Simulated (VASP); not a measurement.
Runs of VASP 6.6.1 on KI. Symmetry: Fm-3m, No. 225, cubic system. Conventional cell: a = 7.089 Å, b = 7.089 Å, c = 7.089 Å, α = 90.00°, β = 90.00°, γ = 90.00°. K (site symmetry m-3m) has 6 I at 3.54 Å within 4.7 Å. I (site symmetry m-3m) has 6 K at 3.54 Å within 4.7 Å. 

```csv
level,k mesh,smearing,grid for exact exchange (PRECFOCK),share of exact exchange,screening parameter,gap on the mesh (eV),pressure (GPa)
r2SCAN,4 × 4 × 4,gaussian 0.01 eV,-,-,-,4.58,0.0
PBE-based screened hybrid,4 × 4 × 4,gaussian 0.01 eV,Normal,0.4,0.2078 1/Å,5.54,0.2
PBE-based screened hybrid,4 × 4 × 4,gaussian 0.01 eV,Normal,0.1,0.1 1/Å,(a),(b)
r2SCAN,5 × 5 × 5,gaussian 0.01 eV,-,-,-,4.58,0.0
r2SCAN,4 × 4 × 4,tetrahedron,-,-,-,4.58,0.0
PBE-based screened hybrid,4 × 4 × 4,gaussian 0.01 eV,Normal,0.4,0.1 1/Å,6.08,0.1
r2SCAN,4 × 4 × 4,methfessel-paxton 0.5 eV,-,-,-,4.59,-0.1
```

Alike in all rows: task single point; potentials or basis VASP PAW PBE potentials, release 64 (K_sv, I); no spin polarisation; cell as given; cutoff (eV) 520.

Question: Fill in the values left out.

Answer: (a) 4.46; (b) 0.4.

Caveats: the PAW data sets were made with another functional, which shifts forces and pressure a little; spin-orbit coupling is left out, which moves the levels of the heavy elements.

A k mesh can miss the band edges, and the runs leave out spin-orbit coupling on I.
